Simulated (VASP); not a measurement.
# Si3Cl (Pm-3m) in VASP: notebook, part 2 of 3

VASP 6.6.1. The steps go on from the part before.

### 3 Single point, PBE

This run uses another cell than the first one, of 22.29 Å³/atom.

INCAR reads:

```
PREC     = Accurate       # precision mode
ENCUT    = 500            # plane-wave cutoff, eV
EDIFF    = 1E-6           # SCF threshold, eV
ISMEAR   = 0              # smearing method
SIGMA    = 0.1            # smearing width, eV
LREAL    = F              # projectors in reciprocal space
LASPH    = T              # aspherical terms in the spheres
NELM     = 120            # most SCF steps
ALGO     = Normal         # electronic algorithm
ISIF     = 2              # what is computed and relaxed
LWAVE    = F              # write WAVECAR
LCHARG   = F              # write CHGCAR
GGA      = PE             # functional
NBANDS   = 18             # bands
GGA_COMPAT= F
```

KPOINTS reads:

```
regular mesh
0
Gamma
  4 4 4
```

POSCAR reads:

```
Si3Cl
1.0
    4.4671306691      0.0000000000      0.0000000000
    0.0000000000      4.4671306691      0.0000000000
    0.0000000000      0.0000000000      4.4671306691
Si Cl
3 1
Direct
    0.5000000000      0.0000000000      0.0000000000
    0.0000000000      0.5000000000      0.0000000000
    0.0000000000      0.0000000000      0.5000000000
    0.0000000000      0.0000000000      0.0000000000
```

Potentials or basis: VASP PAW PBE potentials, release 64 (Si, Cl).

Launch:

```sh
> cat potpaw_PBE.64/Si/POTCAR potpaw_PBE.64/Cl/POTCAR > POTCAR
> mpirun -np 1 vasp_std > vasp.out
```

OUTCAR:

```text
PREC = Accurate
   ENCUT = 500
   EDIFF = 1E-6
   ISMEAR = 0
   LREAL = F
   LASPH = T
   NELM = 120
   ISIF = 2
   GGA = PE

 ion  position               nearest neighbor table
   1  0.500  0.000  0.000-   4 2.23   4 2.23
   2  0.000  0.500  0.000-   4 2.23   4 2.23
   3  0.000  0.000  0.500-   4 2.23   4 2.23
   4  0.000  0.000  0.000-   1 2.23   2 2.23   3 2.23   3 2.23   2 2.23   1 2.23

  LATTYP: Found a simple cubic cell.
 ALAT       =     4.4671306691

  Lattice vectors:

 A1 = (   4.4671306691,   0.0000000000,   0.0000000000)
 A2 = (   0.0000000000,   4.4671306691,   0.0000000000)
 A3 = (   0.0000000000,   0.0000000000,   4.4671306691)

Analysis of symmetry for initial positions (statically):
=====================================================================
 Subroutine PRICEL returns:
 Original cell was already a primitive cell.

 Routine SETGRP: Setting up the symmetry group for a
 simple cubic supercell.

 Subroutine GETGRP returns: Found 48 space group operations
 (whereof 48 operations were pure point group operations)
 out of a pool of 48 trial point group operations.

The static configuration has the point symmetry O_h .

Analysis of symmetry for dynamics (positions and initial velocities):
=====================================================================
 Subroutine PRICEL returns:
 Original cell was already a primitive cell.

 Routine SETGRP: Setting up the symmetry group for a
 simple cubic supercell.

 Subroutine GETGRP returns: Found 48 space group operations
 (whereof 48 operations were pure point group operations)
 out of a pool of 48 trial point group operations.

The dynamic configuration has the point symmetry O_h .

 Subroutine INISYM returns: Found 48 space group operations
 (whereof 48 operations are pure point group operations),
[... 101 lines left out ...]
   EFERMI_NEDOS =   21; number of points for ismear=-14 and -15
   IALGO  =     38    algorithm
   IMIX   =      4    mixing-type and parameters
     AMIX     =   0.40;   BMIX     =  1.00
     AMIX_MAG =   1.60;   BMIX_MAG =  1.00
  volume/ion in A,a.u.               =      22.29       150.39
  Fermi-wavevector in a.u.,A,eV,Ry     =   0.977907  1.847976 13.011269  0.956301
  Thomas-Fermi vector in A             =   2.108641
   LORBIT       =      0    0 simple, 1 ext, 2 COOP (PROOUT), +10 PAW based schemes
   GGA     = PE    functional components
   LHFCALC =     F    Hartree Fock is set to
   AEXX    =    0.0000 exact exchange contribution
   IVDW    =     0    specifies the selected vdW correction
   LEPSILON=     F    determine dielectric tensor
   LRPA    =     F    only Hartree local field effects (RPA)
 non-spin polarized calculation
 Gauss-broadening in eV      SIGMA  =   0.10
  energy-cutoff  :      500.00
  volume of cell :       89.14
 maximum number of plane-waves:      2301
 NGX is ok and might be reduce to    36
   NGX = 17   NGY = 17   NGZ = 17

 number of electron      18.9999998 magnetization

 Free energy of the ion-electron system (eV)
  ---------------------------------------------------
  ext. energy  EPLUGINS =         0.00000000
  ---------------------------------------------------
  free energy    TOTEN  =       -10.45479380 eV

  energy without entropy =      -10.44119030  energy(sigma->0) =      -10.44799205

 E-fermi :   5.1624     XC(G=0):  -9.0208

 val. band max:        4.9433415376   @ k =   0.2500   0.0000   0.0000
 cond. band min:       5.2193049250   @ k =   0.2500   0.0000   0.0000
 fundamental gap:      0.2759633875
 Fermi energy:         5.1623782505

 k-point     1 :       0.0000    0.0000    0.0000
  band No.  band energies     occupation
      1     -15.4889      2.00000
      2      -4.6761      2.00000
      3      -4.6761      2.00000
      4      -4.6761      2.00000
      5      -2.1998      2.00000
      6      -0.7226      2.00000
[... 187 lines left out ...]
      5       1.6814      2.00000
      6       1.6814      2.00000
[... 10 lines left out ...]
     17      10.4026      0.00000
     18      14.2917      0.00000

------------------------ aborting loop because EDIFF is reached ----------------------------------------

  FORCE on cell =-STRESS in cart. coord.  units (eV):
  Direction    XX          YY          ZZ          XY          YZ          ZX
  --------------------------------------------------------------------------------------
  -------------------------------------------------------------------------------------
  Total        6.0792293      6.0792293      6.0792293     -0.0000000      0.0000000      0.0000000
  in kB      109.2630039    109.2630039    109.2630039     -0.0000000      0.0000000      0.0000000
  external PRESSURE =     109.2630039 kB  Pullay stress =       0.0000000 kB

 VOLUME and BASIS-vectors are now :
 -----------------------------------------------------------------------------
  energy-cutoff  :      500.00
  volume of cell :       89.14
      direct lattice vectors                 reciprocal lattice vectors
     4.467130669  0.000000000  0.000000000     0.223857342  0.000000000  0.000000000
     0.000000000  4.467130669  0.000000000     0.000000000  0.223857342  0.000000000
     0.000000000  0.000000000  4.467130669     0.000000000  0.000000000  0.223857342

 POSITION                                       TOTAL-FORCE (eV/Angst)
 -----------------------------------------------------------------------------------
      2.23357      0.00000      0.00000         0.000000      0.000000      0.000000
      0.00000      2.23357      0.00000         0.000000      0.000000      0.000000
      0.00000      0.00000      2.23357         0.000000      0.000000      0.000000
      0.00000      0.00000      0.00000         0.000000      0.000000      0.000000
 -----------------------------------------------------------------------------------
    total drift:                                0.000000     -0.000000     -0.000000

  FREE ENERGIE OF THE ION-ELECTRON SYSTEM (eV)
  ---------------------------------------------------
  free  energy   TOTEN  =       -10.4547937990 eV

  energy  without entropy=      -10.4411903042  energy(sigma->0) =      -10.44799205
```

Wall time 22 s (1 thread of Intel Xeon 8259CL, shared host); peak memory 0.2 GiB.

Results:

```yaml
Free_energy: -10.4548 eV
Pressure: 10.9 GPa
Band_gap_on_the_k_mesh: zero (an odd number of electrons rules out a gap without spin polarisation)
```

Levels at points of the mesh, in eV from the Fermi level:
```csv
k point,band 5,band 6,band 7,band 8,band 9,band 10,band 11,band 12,band 13,band 14
"(0.00, 0.00, 0.00)",-7.36,-5.88,-5.88,0.76,0.76,0.76,1.99,1.99,1.99,3.09
"(0.50, 0.00, 0.00)",-6.65,-5.63,-2.58,-0.92,-0.92,0.27,0.83,0.87,1.47,1.47
"(0.50, 0.50, 0.00)",-5.92,-3.79,-2.03,-2.03,-0.67,-0.67,0.81,0.85,0.85,1.33
"(0.50, 0.50, 0.50)",-3.48,-3.48,-3.48,-1.42,-1.42,-1.42,0.95,0.95,1.97,2.50
```

Caveat: the cell stands under pressure; an odd number of electrons without spin polarisation forces a metal; a magnetic or distorted state may lie lower.

### 4 Single point, PBE

This run uses another cell than the first one, of 28.98 Å³/atom.

INCAR reads:

```
SYSTEM = Si3Cl
PREC     = Accurate       ! precision mode
ENCUT    = 500            ! plane-wave cutoff, eV
EDIFF    = 1E-6           ! SCF threshold, eV
ISMEAR   = 0              ! smearing method
SIGMA    = 0.1            ! smearing width, eV
LREAL    = .False.        ! projectors in reciprocal space
LASPH    = .True.         ! aspherical terms in the spheres
NELM     = 120            ! most SCF steps
ALGO     = Normal         ! electronic algorithm
ISIF     = 2              ! what is computed and relaxed
LWAVE    = .False.        ! write WAVECAR
LCHARG   = .False.        ! write CHGCAR
GGA      = PE             ! functional
NBANDS   = 18             ! bands
GGA_COMPAT= .False.
```

KPOINTS reads:

```
Automatic mesh
0
Gamma
  4 4 4
  0 0 0
```

POSCAR reads:

```
Si3Cl
1.0
    4.8756811625      0.0000000000      0.0000000000
    0.0000000000      4.8756811625      0.0000000000
    0.0000000000      0.0000000000      4.8756811625
Si Cl
3 1
Direct
    0.5000000000      0.0000000000      0.0000000000
    0.0000000000      0.5000000000      0.0000000000
    0.0000000000      0.0000000000      0.5000000000
    0.0000000000      0.0000000000      0.0000000000
```

Potentials or basis: VASP PAW PBE potentials, release 64 (Si, Cl).

Launch:

```sh
> cat potpaw_PBE.64/Si/POTCAR potpaw_PBE.64/Cl/POTCAR > POTCAR
> mpirun -np 1 vasp_std > vasp.out
```

OUTCAR:

```text
SYSTEM = Si3Cl
   PREC = Accurate
   ENCUT = 500
   EDIFF = 1E-6
   ISMEAR = 0
   LREAL = .False.
   LASPH = .True.
   NELM = 120
   ISIF = 2
   GGA = PE

 ion  position               nearest neighbor table
   1  0.500  0.000  0.000-   4 2.44   4 2.44
   2  0.000  0.500  0.000-   4 2.44   4 2.44
   3  0.000  0.000  0.500-   4 2.44   4 2.44
   4  0.000  0.000  0.000-   1 2.44   2 2.44   3 2.44   3 2.44   2 2.44   1 2.44

  LATTYP: Found a simple cubic cell.
 ALAT       =     4.8756811625

  Lattice vectors:

 A1 = (   4.8756811625,   0.0000000000,   0.0000000000)
 A2 = (   0.0000000000,   4.8756811625,   0.0000000000)
 A3 = (   0.0000000000,   0.0000000000,   4.8756811625)

Analysis of symmetry for initial positions (statically):
=====================================================================
 Subroutine PRICEL returns:
 Original cell was already a primitive cell.

 Routine SETGRP: Setting up the symmetry group for a
 simple cubic supercell.

 Subroutine GETGRP returns: Found 48 space group operations
 (whereof 48 operations were pure point group operations)
 out of a pool of 48 trial point group operations.

The static configuration has the point symmetry O_h .

Analysis of symmetry for dynamics (positions and initial velocities):
=====================================================================
 Subroutine PRICEL returns:
 Original cell was already a primitive cell.

 Routine SETGRP: Setting up the symmetry group for a
 simple cubic supercell.

 Subroutine GETGRP returns: Found 48 space group operations
 (whereof 48 operations were pure point group operations)
 out of a pool of 48 trial point group operations.

The dynamic configuration has the point symmetry O_h .

 Subroutine INISYM returns: Found 48 space group operations
 (whereof 48 operations are pure point group operations),
 and found     1 'primitive' translations

----------------------------------------------------------------------------------------

                                     Primitive cell

  volume of cell :     115.9060

  direct lattice vectors                    reciprocal lattice vectors
     4.875681163  0.000000000  0.000000000     0.205099547  0.000000000  0.000000000
     0.000000000  4.875681163  0.000000000     0.000000000  0.205099547  0.000000000
     0.000000000  0.000000000  4.875681163     0.000000000  0.000000000  0.205099547

  length of vectors
     4.875681163  4.875681163  4.875681163     0.205099547  0.205099547  0.205099547

  position of ions in fractional coordinates (direct lattice)
     0.500000000  0.000000000  0.000000000
     0.000000000  0.500000000  0.000000000
     0.000000000  0.000000000  0.500000000
     0.000000000  0.000000000  0.000000000

  ion indices of the primitive-cell ions
   primitive index   ion index
                 1           1
                 2           2
                 3           3
                 4           4

----------------------------------------------------------------------------------------

 KPOINTS: Automatic mesh

Automatic generation of k-mesh.
 Grid dimensions read from file:
 generate k-points for:    4    4    4

 Generating k-lattice:

  Cartesian coordinates                     Fractional coordinates (reciprocal lattice)
     0.051274887  0.000000000  0.000000000     0.250000000  0.000000000  0.000000000
     0.000000000  0.051274887  0.000000000     0.000000000  0.250000000  0.000000000
     0.000000000  0.000000000  0.051274887     0.000000000  0.000000000  0.250000000

  Length of vectors
     0.051274887  0.051274887  0.051274887

  Shift w.r.t. Gamma in fractional coordinates (k-lattice)
     0.000000000  0.000000000  0.000000000

 Subroutine IBZKPT returns following result:
 ===========================================

 Found     10 irreducible k-points:

 Following reciprocal coordinates:
            Coordinates               Weight
  0.000000  0.000000  0.000000      1.000000
  0.250000  0.000000  0.000000      6.000000
  0.500000  0.000000  0.000000      3.000000
  0.250000  0.250000  0.000000     12.000000
  0.500000  0.250000  0.000000     12.000000
  0.500000  0.500000  0.000000      3.000000
  0.250000  0.250000  0.250000      8.000000
  0.500000  0.250000  0.250000     12.000000
  0.500000  0.500000  0.250000      6.000000
  0.500000  0.500000  0.500000      1.000000
   k-points           NKPTS =     10   k-points in BZ     NKDIM =     10   number of bands    NBANDS=     18
   number of dos      NEDOS =    301   number of ions     NIONS =      4
   total plane-waves  NPLWV =  46656
   dimension x,y,z NGX =    36 NGY =   36 NGZ =   36
   dimension x,y,z NGXF=    72 NGYF=   72 NGZF=   72
   ions per type =               3   1
   NGX,Y,Z   is equivalent  to a cutoff of  12.27, 12.27, 12.27 a.u.
   NGXF,Y,Z  is equivalent  to a cutoff of  24.55, 24.55, 24.55 a.u.
 SYSTEM =  Si3Cl
   PREC   = accura    normal or accurate (medium, high low for compatibility)
   ISTART =      0    job   : 0-new  1-cont  2-samecut
   ICHARG =      2    charge: 1-file 2-atom 10-const
   ISPIN  =      1    spin polarized calculation?
   LNONCOLLINEAR =      F non collinear calculations
   LSORBIT =      F    spin-orbit coupling
   LASPH  =      T    aspherical Exc in radial PAW
   ENCUT  =  500.0 eV  36.75 Ry    6.06 a.u.   8.89  8.89  8.89*2*pi/ulx,y,z
   NELM   =    120;   NELMIN=  2; NELMDL= -5     # of ELM steps
   EDIFF  = 0.1E-05   stopping-criterion for ELM
   LREAL  =      F    real-space projection
   EDIFFG = 0.1E-04   stopping-criterion for IOM
   NSW    =      0    number of steps for IOM
   IBRION =     -1    ionic relax: 0-MD 1-quasi-New 2-CG
   NFREE  =      0    steps in history (QN), initial steepest desc. (CG)
   ISIF   =      2    stress and relaxation
   ISYM   =      2    0-nonsym 1-usesym 2-fastsym
   POTIM  = 0.5000    time-step for ionic-motion
   TEBEG  =    0.0;   TEEND  =   0.0 temperature during run
   PSTRESS=    0.0 pullay stress
   NELECT =      19.0000    total number of electrons
   NUPDOWN=      -1.0000    fix difference up-down
   EMIN   =  10.00;   EMAX   =-10.00  energy-range for DOS
   EFERMI =   0.00;   METHOD = LEGACY
   ISMEAR =     0;   SIGMA  =   0.10  broadening in eV -4-tet -1-fermi 0-gaus
   EFERMI_NEDOS =   21; number of points for ismear=-14 and -15
   IALGO  =     38    algorithm
   IMIX   =      4    mixing-type and parameters
     AMIX     =   0.40;   BMIX     =  1.00
     AMIX_MAG =   1.60;   BMIX_MAG =  1.00
  volume/ion in A,a.u.               =      28.98       195.54
  Fermi-wavevector in a.u.,A,eV,Ry     =   0.895964  1.693127 10.922106  0.802752
  Thomas-Fermi vector in A             =   2.018363
   LORBIT       =      0    0 simple, 1 ext, 2 COOP (PROOUT), +10 PAW based schemes
   GGA     = PE    functional components
   LHFCALC =     F    Hartree Fock is set to
   AEXX    =    0.0000 exact exchange contribution
   IVDW    =     0    specifies the selected vdW correction
   LEPSILON=     F    determine dielectric tensor
   LRPA    =     F    only Hartree local field effects (RPA)
 non-spin polarized calculation
 Gauss-broadening in eV      SIGMA  =   0.10
  energy-cutoff  :      500.00
  volume of cell :      115.91
 maximum number of plane-waves:      3016
 NGX is ok and might be reduce to    36
   NGX = 17   NGY = 17   NGZ = 17

 number of electron      19.0000007 magnetization

 Free energy of the ion-electron system (eV)
  ---------------------------------------------------
  ext. energy  EPLUGINS =         0.00000000
  ---------------------------------------------------
  free energy    TOTEN  =       -11.20274458 eV

  energy without entropy =      -11.18514886  energy(sigma->0) =      -11.19394672

 E-fermi :   3.1441     XC(G=0):  -8.0466

 val. band max:        3.1192512223   @ k =   0.5000   0.0000   0.0000
 cond. band min:       3.2999564995   @ k =   0.5000   0.2500   0.0000
 fundamental gap:      0.1807052772
 Fermi energy:         3.1440549007

 k-point     1 :       0.0000    0.0000    0.0000
  band No.  band energies     occupation
      1     -16.0625      2.00000
      2      -5.2689      2.00000
      3      -5.2689      2.00000
      4      -5.2689      2.00000
      5      -4.2197      2.00000
      6      -2.9898      2.00000
[... 187 lines left out ...]
      5       0.5247      2.00000
      6       0.5247      2.00000
[... 10 lines left out ...]
     17       6.7752      0.00000
     18      11.6395      0.00000

------------------------ aborting loop because EDIFF is reached ----------------------------------------

  FORCE on cell =-STRESS in cart. coord.  units (eV):
  Direction    XX          YY          ZZ          XY          YZ          ZX
  --------------------------------------------------------------------------------------
  -------------------------------------------------------------------------------------
  Total        0.0808148      0.0808148      0.0808148     -0.0000000      0.0000000     -0.0000000
  in kB        1.1171090      1.1171090      1.1171090     -0.0000000      0.0000000     -0.0000000
  external PRESSURE =       1.1171090 kB  Pullay stress =       0.0000000 kB

 VOLUME and BASIS-vectors are now :
 -----------------------------------------------------------------------------
  energy-cutoff  :      500.00
  volume of cell :      115.91
      direct lattice vectors                 reciprocal lattice vectors
     4.875681163  0.000000000  0.000000000     0.205099547  0.000000000  0.000000000
     0.000000000  4.875681163  0.000000000     0.000000000  0.205099547  0.000000000
     0.000000000  0.000000000  4.875681163     0.000000000  0.000000000  0.205099547

 POSITION                                       TOTAL-FORCE (eV/Angst)
 -----------------------------------------------------------------------------------
      2.43784      0.00000      0.00000         0.000000      0.000000      0.000000
      0.00000      2.43784      0.00000         0.000000      0.000000      0.000000
      0.00000      0.00000      2.43784         0.000000      0.000000      0.000000
      0.00000      0.00000      0.00000         0.000000      0.000000      0.000000
 -----------------------------------------------------------------------------------
    total drift:                                0.000000     -0.000000     -0.000000

  FREE ENERGIE OF THE ION-ELECTRON SYSTEM (eV)
  ---------------------------------------------------
  free  energy   TOTEN  =       -11.2027445786 eV

  energy  without entropy=      -11.1851488616  energy(sigma->0) =      -11.19394672
```

Run time: 30 s. Hardware: 1 thread of Intel Xeon 8259CL, shared host; peak memory 0.2 GiB.

What came out:

- Free energy: -11.2027 eV
- Pressure: 0.1 GPa
- Band gap on the k mesh: zero (an odd number of electrons rules out a gap without spin polarisation)

Levels at points of the mesh, in eV from the Fermi level:
```
           k point  band 8  band 9  band 10  band 11  band 12  band 13
(0.00, 0.00, 0.00)    0.40    0.40     0.40     1.37     1.37     1.37
(0.50, 0.00, 0.00)   -0.52   -0.52    -0.02     0.29     0.51     0.93
(0.50, 0.50, 0.00)   -2.74   -0.36    -0.36     0.28     0.28     0.52
(0.50, 0.50, 0.50)   -2.57   -2.57    -2.57     0.50     0.76     0.76
```

Caveat: an odd number of electrons without spin polarisation forces a metal; a magnetic or distorted state may lie lower.

(Part 2 of 3 ends here.)

The gap in the log of VASP goes by the Fermi energy; the results here count the filled bands.